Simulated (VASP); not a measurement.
MgTlIr2, 8 atoms in the cell. The structure is tetragonal, space group I4/mcm (No. 140). The conventional cell has a = 7.508 Å, b = 7.508 Å, c = 5.840 Å, α = 90.00°, β = 90.00°, γ = 90.00°. Tl (site symmetry 422) has 2 Tl at 2.92 Å and 8 Ir at 3.16 Å and 4 Mg at 3.75 Å within 3.8 Å. Ir (site symmetry m2m) has 2 Mg at 2.29 Å within 3.0 Å. Within 3.0 Å of Mg (site symmetry -42m) lie 4 Ir at 2.29 Å and 2 Mg at 2.92 Å. 

- Program: VASP 6.6.1
- Task: single point
- Functional: PBE
- Potentials or basis: VASP PAW PBE potentials, release 64 (Tl_d, Ir, Mg)
- Cutoff: 520 eV
- k mesh: 7 × 7 × 7
- Occupations: fermi-dirac, width 0.0323 eV
- Spin: no spin polarisation
- Dipole correction: no
- Further INCAR settings: ALGO = Normal; EDIFF = 1e-06; NBANDS = 43

Potentials or basis: VASP PAW PBE potentials, release 64 (Tl_d, Ir, Mg).

The run is started by

```console
$ cat potpaw_PBE.64/Tl_d/POTCAR potpaw_PBE.64/Ir/POTCAR potpaw_PBE.64/Mg/POTCAR > POTCAR
$ mpirun -np 1 vasp_std > vasp.out
```

Hardware: 1 thread of Intel(R) Xeon(R) 6975P-C (Granite Rapids), with other jobs on the host.

Question: Estimate the wall time of this run.

Answer: Wall time 2.2 min on 1 thread of Intel(R) Xeon(R) 6975P-C (Granite Rapids), on a shared host, peak memory 0.47 GiB. Counts: scf iterations 12, k points 40.
